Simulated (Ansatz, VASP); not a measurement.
One calculation of GaRe2Sb3, two programs

```
Ga Re Sb
1.0
     7.39716    0.00000    0.00000
    -3.69858    6.40613    0.00000
     0.00000    0.00000    4.78292
Ga Re Sb
1 2 3
Direct
  0.00000 0.00000 0.50000
  0.33333 0.66667 0.50000
  0.33333 0.66667 0.00000
  0.53197 0.46803 0.50000
  0.53197 0.06394 0.50000
  0.93606 0.46803 0.50000
```

Alike in both runs: task single point; functional PBE; k mesh 3 × 3 × 4; occupations gaussian, width 0.1 eV; collinear spin.

```csv
,VASP,Ansatz
version,VASP 6.6.1,Ansatz 0.2.0
potentials or method,"VASP PAW PBE potentials, release 64 (Ga_d, Re, Sb), cutoff 520 eV","scalar-relativistic, plane waves, PAW"
valence electrons in the cell,42,88
```

VASP gave:

```
gap on the k mesh at the Fermi level (eV)                     : none
pressure (GPa)                                                : 0.5
traceless stress, the component that is largest in VASP (GPa) : 0.19
rms of the force components (eV/Å)                            : 0.038
net moment per atom (μB)                                      : 0.31
size of the moment on the site where the two differ most (μB) : 1.83
```

Which values does Ansatz return?

gap on the k mesh at the Fermi level (eV): none; pressure (GPa): 0.8; traceless stress, the component that is largest in VASP (GPa): 0.56; rms of the force components (eV/Å): 0.050; net moment per atom (μB): 0.31; size of the moment on the site where the two differ most (μB): 1.31.

Site moments also hang on the region over which each program counts them. Atom by atom the forces differ by 0.012 eV/Å (rms over components). A gap of «none» marks a metal or a gap that the smearing closes. VASP's potentials hold 42 valence electrons a cell and Ansatz's 88, so a difference there can come from the potentials and not from the codes.

Spin-orbit coupling is off throughout.
